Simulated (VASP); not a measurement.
# Zr3PdSe4 (P6_3/mmc) in VASP: single point with PBE

Aim: the single point of Zr3PdSe4 with PBE.

All numbers are computed with VASP 6.6.1; they aren't measurements. Logs are shortened: lines on timing, memory, paths and dates and some standing lists are left out, and cuts for length are marked.

### Step 1. The cell of the first run

Symmetry: P6_3/mmc, No. 194, hexagonal system. The conventional cell has a = 7.401 Å, b = 7.401 Å, c = 6.949 Å, α = 90.00°, β = 90.00°, γ = 120.00°. Zr (site symmetry 2/m) has 6 Se at 2.75 Å and 6 Zr at 3.47 to 3.70 Å and 2 Pd at 3.70 Å within 3.8 Å. Within 3.8 Å of Pd (site symmetry -3m) lie 6 Se at 2.77 Å and 2 Pd at 3.47 Å and 6 Zr at 3.70 Å. Within 3.8 Å of Se (site symmetry -6m2) lie 6 Zr at 2.75 Å and 6 Se at 3.70 Å. Se (site symmetry mm2) has 4 Zr at 2.75 Å and 2 Pd at 2.77 Å and 6 Se at 3.67 to 3.73 Å within 3.8 Å.

### Step 2. Single point, PBE, collinear spin

INCAR reads:

```
SYSTEM = Zr3PdSe4
  ALGO = Normal
  EDIFF = 1E-6
  ENCUT = 500
  GGA = PE
  GGA_COMPAT = .False.
  ISIF = 2
  ISMEAR = 0
  ISPIN = 2
  LASPH = .True.
  LCHARG = .False.
  LMAXMIX = 4
  LORBIT = 11
  LREAL = .False.
  LWAVE = .False.
  MAGMOM = 0 0 0 0 0 0 1 1 0 0 0 0 0 0 0 0
  NBANDS = 88
  NELM = 200
  PREC = Accurate
  SIGMA = 0.1
```

KPOINTS reads:

```
k-points
0
Gamma
  3 3 4
  0 0 0
```

POSCAR reads:

```
Zr3PdSe4
1.0
    7.4014388723      0.0000000000      0.0000000000
   -3.7007194361      6.4098340880      0.0000000000
    0.0000000000      0.0000000000      6.9485846303
Zr Pd Se
6 2 8
Direct
    0.5000000000      0.5000000000      0.0000000000
    0.5000000000      0.5000000000      0.5000000000
    0.0000000000      0.5000000000      0.5000000000
    0.0000000000      0.5000000000      0.0000000000
    0.5000000000      0.0000000000      0.0000000000
    0.5000000000      0.0000000000      0.5000000000
    0.0000000000      0.0000000000      0.5000000000
    0.0000000000      0.0000000000      0.0000000000
    0.3333333333      0.6666666667      0.7500000000
    0.1678455463      0.8321544537      0.2500000000
    0.8321544537      0.1678455463      0.7500000000
    0.1678455463      0.3356910926      0.2500000000
    0.8321544537      0.6643089074      0.7500000000
    0.6643089074      0.8321544537      0.2500000000
    0.3356910926      0.1678455463      0.7500000000
    0.6666666667      0.3333333333      0.2500000000
```

Potentials or basis: VASP PAW PBE potentials, release 64 (Zr_sv, Pd, Se).

Launch:

```
> cat potpaw_PBE.64/Zr_sv/POTCAR potpaw_PBE.64/Pd/POTCAR potpaw_PBE.64/Se/POTCAR > POTCAR
> mpirun -np 1 vasp_std > vasp.out
```

OUTCAR:

```text
SYSTEM = Zr3PdSe4
   EDIFF = 1E-6
   ENCUT = 500
   GGA = PE
   ISIF = 2
   ISMEAR = 0
   ISPIN = 2
   LASPH = .True.
   LORBIT = 11
   LREAL = .False.
   NELM = 200
   PREC = Accurate

 ion  position               nearest neighbor table
   1  0.500  0.500  0.000-  12 2.75  13 2.75  14 2.75  15 2.75   9 2.75  16 2.75   2 3.47   2 3.47
                             4 3.70   4 3.70   5 3.70   5 3.70
   2  0.500  0.500  0.500-  12 2.75  13 2.75  14 2.75  15 2.75   9 2.75  16 2.75   1 3.47   1 3.47
                             3 3.70   3 3.70   6 3.70   6 3.70
   3  0.000  0.500  0.500-  12 2.75  13 2.75  10 2.75  11 2.75   9 2.75  16 2.75   4 3.47   4 3.47
                             2 3.70   2 3.70   6 3.70   6 3.70
   4  0.000  0.500  0.000-  12 2.75  13 2.75  10 2.75  11 2.75   9 2.75  16 2.75   3 3.47   3 3.47
                             1 3.70   1 3.70   5 3.70   5 3.70
   5  0.500  0.000  0.000-  14 2.75  15 2.75  10 2.75  11 2.75   9 2.75  16 2.75   6 3.47   6 3.47
                             1 3.70   1 3.70   4 3.70   4 3.70
   6  0.500  0.000  0.500-  14 2.75  15 2.75  10 2.75  11 2.75   9 2.75  16 2.75   5 3.47   5 3.47
                             2 3.70   2 3.70   3 3.70   3 3.70
   7  0.000  0.000  0.500-  10 2.77  11 2.77  14 2.77  15 2.77  12 2.77  13 2.77
   8  0.000  0.000  0.000-  10 2.77  11 2.77  14 2.77  15 2.77  12 2.77  13 2.77
   9  0.333  0.667  0.750-   3 2.75   4 2.75   5 2.75   6 2.75   1 2.75   2 2.75
  10  0.168  0.832  0.250-   5 2.75   6 2.75   3 2.75   4 2.75   7 2.77   8 2.77
  11  0.832  0.168  0.750-   5 2.75   6 2.75   3 2.75   4 2.75   7 2.77   8 2.77
  12  0.168  0.336  0.250-   3 2.75   4 2.75   1 2.75   2 2.75   7 2.77   8 2.77
  13  0.832  0.664  0.750-   3 2.75   4 2.75   1 2.75   2 2.75   7 2.77   8 2.77
  14  0.664  0.832  0.250-   5 2.75   6 2.75   1 2.75   2 2.75   7 2.77   8 2.77
  15  0.336  0.168  0.750-   5 2.75   6 2.75   1 2.75   2 2.75   7 2.77   8 2.77
  16  0.667  0.333  0.250-   3 2.75   4 2.75   5 2.75   6 2.75   1 2.75   2 2.75

  LATTYP: Found a hexagonal cell.
 ALAT       =     7.4014388723
 C/A-ratio  =     0.9388153777

  Lattice vectors:

 A1 = (   7.4014388723,   0.0000000000,   0.0000000000)
 A2 = (  -3.7007194361,   6.4098340880,   0.0000000000)
 A3 = (   0.0000000000,   0.0000000000,   6.9485846303)

Analysis of symmetry for initial positions (statically):
=====================================================================
 Subroutine PRICEL returns:
 Original cell was already a primitive cell.

 Routine SETGRP: Setting up the symmetry group for a
 hexagonal supercell.

 Subroutine GETGRP returns: Found 24 space group operations
 (whereof 12 operations were pure point group operations)
 out of a pool of 24 trial point group operations.

The static configuration has the point symmetry D_3d.
 The point group associated with its full space group is D_6h.

[... 188 lines left out ...]

 E-fermi :   8.0243     XC(G=0): -10.8898

 val. band max:        8.0232659315   @ k =   0.3333   0.3333   0.5000
 cond. band min:       8.0262310636   @ k =   0.3333   0.3333   0.5000
 fundamental gap:      0.0029651322
 Fermi energy:         8.0243093708

 spin component 1

 k-point     1 :       0.0000    0.0000    0.0000
  band No.  band energies     occupation
      1     -41.6257      1.00000
      2     -41.6130      1.00000
      3     -41.6130      1.00000
      4     -41.6064      1.00000
      5     -41.5944      1.00000
      6     -41.5944      1.00000
[... 754 lines left out ...]
     81       9.7265      0.00000
     82       9.7265      0.00000
 Fermi energy:         8.0243093708

 spin component 2

 k-point     1 :       0.0000    0.0000    0.0000
  band No.  band energies     occupation
      1     -41.6245      1.00000
      2     -41.6118      1.00000
      3     -41.6118      1.00000
      4     -41.6052      1.00000
      5     -41.5931      1.00000
      6     -41.5931      1.00000
[... 754 lines left out ...]
     81       9.7278      0.00000
     82       9.7278      0.00000
 [bands above 82 left out]

------------------------ aborting loop because EDIFF is reached ----------------------------------------

  FORCE on cell =-STRESS in cart. coord.  units (eV):
  Direction    XX          YY          ZZ          XY          YZ          ZX
  --------------------------------------------------------------------------------------
  -------------------------------------------------------------------------------------
  Total       -2.1357063     -2.1357063      0.6119796     -0.0000000     -0.0000000      0.0000000
  in kB      -10.3798916    -10.3798916      2.9743237     -0.0000000     -0.0000000      0.0000000
  external PRESSURE =      -5.9284865 kB  Pullay stress =       0.0000000 kB

 VOLUME and BASIS-vectors are now :
 -----------------------------------------------------------------------------
  energy-cutoff  :      500.00
  volume of cell :      329.65
      direct lattice vectors                 reciprocal lattice vectors
     7.401438872  0.000000000  0.000000000     0.135108864  0.078005139  0.000000000
    -3.700719436  6.409834088  0.000000000     0.000000000  0.156010278  0.000000000
     0.000000000  0.000000000  6.948584630     0.000000000  0.000000000  0.143914200

 POSITION                                       TOTAL-FORCE (eV/Angst)
 -----------------------------------------------------------------------------------
      1.85036      3.20492      0.00000         0.000000     -0.000000      0.000000
      1.85036      3.20492      3.47429         0.000000     -0.000000      0.000000
     -1.85036      3.20492      3.47429         0.000000     -0.000000      0.000000
     -1.85036      3.20492      0.00000         0.000000     -0.000000      0.000000
      3.70072      0.00000      0.00000         0.000000     -0.000000      0.000000
      3.70072      0.00000      3.47429         0.000000     -0.000000      0.000000
[... 8 lines left out ...]
      1.86345      1.07586      5.21144         0.040746      0.023525     -0.000000
      3.70072      2.13661      1.73715         0.000000     -0.000000     -0.000000
 -----------------------------------------------------------------------------------
    total drift:                                0.000000     -0.000000      0.000000

  FREE ENERGIE OF THE ION-ELECTRON SYSTEM (eV)
  ---------------------------------------------------
  free  energy   TOTEN  =      -105.8203457297 eV

  energy  without entropy=     -105.7388443777  energy(sigma->0) =     -105.77959505

 total charge

# of ion       s       p       d       tot
------------------------------------------
    1        2.134   5.969   1.648   9.752
    2        2.134   5.969   1.648   9.752
    3        2.134   5.969   1.648   9.752
    4        2.134   5.969   1.648   9.752
    5        2.134   5.969   1.648   9.752
    6        2.134   5.969   1.648   9.752
[... 8 lines left out ...]
   15        1.442   2.395   0.063   3.899
   16        1.427   2.450   0.077   3.954
--------------------------------------------------
tot         24.897  55.671  27.794 108.362

 magnetization (x)

# of ion       s       p       d       tot
------------------------------------------
    1        0.000   0.000   0.002   0.002
    2        0.000   0.000   0.002   0.002
    3        0.000   0.000   0.002   0.002
    4        0.000   0.000   0.002   0.002
    5        0.000   0.000   0.002   0.002
    6        0.000   0.000   0.002   0.002
[... 8 lines left out ...]
   15       -0.000  -0.000   0.000  -0.000
   16       -0.000  -0.000   0.000  -0.000
--------------------------------------------------
tot          0.000  -0.000   0.011   0.011
```

OSZICAR:

```text
N       E                     dE             d eps       ncg     rms          rms(c)
DAV:   1     0.123140443482E+04    0.12314E+04   -0.66908E+04  3168   0.146E+03
DAV:   2     0.782895592340E+01   -0.12236E+04   -0.11807E+04  3576   0.393E+02
DAV:   3    -0.101438793190E+03   -0.10927E+03   -0.10754E+03  4448   0.993E+01
DAV:   4    -0.110448973369E+03   -0.90102E+01   -0.89697E+01  4992   0.233E+01
DAV:   5    -0.110977465324E+03   -0.52849E+00   -0.52811E+00  4352   0.475E+00    0.320E+01
DAV:   6    -0.106826788587E+03    0.41507E+01   -0.26774E+01  3776   0.136E+01    0.159E+01
DAV:   7    -0.108162880135E+03   -0.13361E+01   -0.36339E+01  3872   0.168E+01    0.151E+01
DAV:   8    -0.106235560509E+03    0.19273E+01   -0.32697E+00  3664   0.959E+00    0.625E+00
DAV:   9    -0.105822364541E+03    0.41320E+00   -0.31218E+00  4216   0.630E+00    0.222E+00
DAV:  10    -0.105825789941E+03   -0.34254E-02   -0.52452E-01  3808   0.245E+00    0.889E-01
DAV:  11    -0.105819896121E+03    0.58938E-02   -0.41784E-02  4360   0.581E-01    0.449E-01
DAV:  12    -0.105820781751E+03   -0.88563E-03   -0.80877E-03  4288   0.296E-01    0.197E-01
DAV:  13    -0.105820353156E+03    0.42860E-03   -0.29095E-03  4064   0.158E-01    0.614E-02
DAV:  14    -0.105820350944E+03    0.22114E-05   -0.19842E-04  3880   0.433E-02    0.327E-02
DAV:  15    -0.105820343238E+03    0.77061E-05   -0.50965E-05  4032   0.186E-02    0.118E-02
DAV:  16    -0.105820345210E+03   -0.19719E-05   -0.10818E-05  3608   0.117E-02    0.547E-03
DAV:  17    -0.105820345730E+03   -0.51957E-06   -0.13028E-06  2104   0.386E-03
   1 F= -.10582035E+03 E0= -.10577960E+03  d E =-.815014E-01  mag=     0.0184
```

It took 25 min on 1 thread of Intel Xeon 8259CL, shared host; peak memory 0.74 GiB.

Results:

* Free energy: -105.8203 eV
* Pressure: -0.6 GPa
* Largest force: 0.047 eV/Å
* Band gap on the k mesh: zero (filled and empty bands overlap)
* Net moment: 0.02 μB per cell
* Valence electrons inside the program's atomic spheres: Zr 9.75; Pd 9.27; Se 3.95, 3.90 (each value once)

Forces in eV/Å, atoms in the order of the input:
```
Zr   0.000  0.000  0.000
Zr   0.000  0.000  0.000
Zr   0.000  0.000  0.000
Zr   0.000  0.000  0.000
Zr   0.000  0.000  0.000
Zr   0.000  0.000  0.000
Pd   0.000  0.000  0.000
Pd   0.000  0.000  0.000
Se   0.000  0.000  0.000
Se   0.041 -0.024  0.000
Se  -0.041  0.024  0.000
Se   0.000  0.047  0.000
Se   0.000 -0.047  0.000
Se  -0.041 -0.024  0.000
Se   0.041  0.024  0.000
Se   0.000  0.000  0.000
```

Stress tensor (GPa, compression positive):
```
-1.04  0.00  0.00
 0.00 -1.04  0.00
 0.00  0.00  0.30
```

Levels at points of the mesh, in eV from the Fermi level:
Spin up:
```
           k point  band 67  band 68  band 69  band 70  band 71  band 72  band 73  band 74
(0.00, 0.00, 0.00)    -1.18    -0.47    -0.26    -0.26    -0.01    -0.01     0.99     0.99
(0.00, 0.00, 0.50)    -0.45    -0.45    -0.23    -0.23    -0.23    -0.23     1.04     1.04
```
Spin down:
```tsv
k point	band 67	band 68	band 69	band 70	band 71	band 72	band 73	band 74
(0.00, 0.00, 0.00)	-1.17	-0.47	-0.26	-0.26	-0.01	-0.01	0.99	0.99
(0.00, 0.00, 0.50)	-0.44	-0.44	-0.22	-0.22	-0.22	-0.22	1.04	1.04
```
